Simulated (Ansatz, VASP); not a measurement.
# One calculation of NaAl2N2, two programs

File INCAR:

```
SYSTEM = NaAl2N2
ALGO = Normal
EDIFF = 1E-7
ENCUT = 520
GGA = PE
ISIF = 2
ISMEAR = 0
LASPH = .True.
LCHARG = .True.
LELF = .True.
LREAL = .False.
LVHAR = .True.
LWAVE = .False.
NBANDS = 34
NELM = 60
PREC = Accurate
SIGMA = 0.1
```

KPOINTS

```
k-points
0
Gamma
  4 4 4
  0 0 0
```

The input POSCAR:

```
NaAl2N2
1.0
   -3.7061656300      3.7061656300      2.4688584000
    3.7061656300     -3.7061656300      2.4688584000
    3.7061656300      3.7061656300     -2.4688584000
Na Al N
2 4 4
Direct
    0.2500000000      0.2500000000      0.0000000000
    0.0000000000      0.5000000000      0.5000000000
    0.5832684200      0.7500000600      0.8332683600
    0.9167317000      0.7500000600      0.1667316400
    0.5000000600      0.1667317000      0.6667316400
    0.5000000600      0.8332684200      0.3332683600
    0.3332683000      0.9999999400      0.3332683600
    0.6667315800      0.9999999400      0.6667316400
    0.7499999400      0.5832683000      0.8332683600
    0.7499999400      0.9167315800      0.1667316400
```

Input for Ansatz:

```yaml
crystal:
  lattice:
    - [-3.70616563, 3.70616563, 2.4688584]
    - [3.70616563, -3.70616563, 2.4688584]
    - [3.70616563, 3.70616563, -2.4688584]
  atoms:
    - { symbol: Na, position: [0.25, 0.25, 0.0] }
    - { symbol: Na, position: [0.0, 0.5, 0.5] }
    - { symbol: Al, position: [0.58326842, 0.75000006, 0.83326836] }
    - { symbol: Al, position: [0.9167317, 0.75000006, 0.16673164] }
    - { symbol: Al, position: [0.50000006, 0.1667317, 0.66673164] }
    - { symbol: Al, position: [0.50000006, 0.83326842, 0.33326836] }
    - { symbol: "N", position: [0.3332683, 0.99999994, 0.33326836] }
    - { symbol: "N", position: [0.66673158, 0.99999994, 0.66673164] }
    - { symbol: "N", position: [0.74999994, 0.5832683, 0.83326836] }
    - { symbol: "N", position: [0.74999994, 0.91673158, 0.16673164] }
basis:
  ecutwfc: 420
kpoints:
  mp_grid: { grid: [4, 4, 4] }
hamiltonian:
  xc: pbe
scf:
  occupations: { method: gaussian, width: 0.1 }
  lower_state_search: "off"
output:
  forces: true
  stress: true
  eigenvalues: true
```

Alike in both runs: task single point; functional PBE; k mesh 4 × 4 × 4; occupations gaussian, width 0.1 eV; no spin polarisation.

|  | VASP | Ansatz |
| --- | --- | --- |
| version | VASP 6.6.1 | Ansatz 0.2.0 |
| potentials or method | VASP PAW PBE potentials, release 64 (Na_pv, Al, N), cutoff 520 eV | scalar-relativistic, plane waves, PAW |
| valence electrons in the cell | 46 | 50 |

Ansatz gave:

- gap on the k mesh at the Fermi level (eV): none
- pressure (GPa): 27.7
- traceless stress, the component that is largest in VASP (GPa): -11.52
- rms of the force components (eV/Å): 1.408

**Question.** Which values does VASP return?

**Answer.** gap on the k mesh at the Fermi level (eV): none; pressure (GPa): 27.8; traceless stress, the component that is largest in VASP (GPa): -11.67; rms of the force components (eV/Å): 1.420.

Atom by atom the forces differ by 0.013 eV/Å (rms over components). A gap of «none» marks a metal or a gap that the smearing closes. With one functional, cell and mesh, what is left measures potentials, basis and numerics. VASP's potentials hold 46 valence electrons a cell and Ansatz's 50, so a difference there can come from the potentials and not from the codes.

The k mesh is coarse, so the values compare programs but aren't converged.
